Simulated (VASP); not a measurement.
Input of a VASP 6.6.1 run:

INCAR

```
SYSTEM = Si5F
ALGO = Normal
EDIFF = 1E-6
EDIFFG = -0.01
ENCUT = 600
GGA = PE
IBRION = 2
ISIF = 3
ISMEAR = 0
LASPH = .TRUE.
LCHARG = .FALSE.
LREAL = .FALSE.
LWAVE = .FALSE.
NELM = 60
NSW = 100
PREC = Accurate
SIGMA = 0.1
```

File KPOINTS:

```
k-points
0
G
  12 12 4
  0 0 0
```

File POSCAR:

```
Si5F
1.0
    2.8814331481      0.0000000000      0.0000000000
   -1.4407165741      2.4953943056      0.0000000000
    0.0000000000      0.0000000000     11.8365450491
Si F
5 1
Direct
    0.6666666667      0.3333333333      0.8384556192
    0.3333333333      0.6666666667      0.6660640215
    0.6666666667      0.3333333333      0.5000000000
    0.3333333333      0.6666666667      0.3339359785
    0.6666666667      0.3333333333      0.1615443808
    0.3333333333      0.6666666667      0.0000000000
```

Potentials or basis: VASP PAW PBE potentials, release 64 (Si, F).

Run with:

```console
$ cat potpaw_PBE.64/Si/POTCAR potpaw_PBE.64/F/POTCAR > POTCAR
$ mpirun -np 1 vasp_std > vasp.out
```

(1) Estimate the relaxed volume.

(2) What does it give for the space group after relaxing (to 0.1 Å)?

(3) Estimate the relaxed cell.

Answers

(1) 13.57 Å³/atom.

(2) P-6m2 (No. 187).

(3) a = 2.666 Å, b = 2.666 Å, c = 13.226 Å, α = 90.00°, β = 90.00°, γ = 120.00°.

Caveat: the highest band is partly filled, so the run has too few bands.
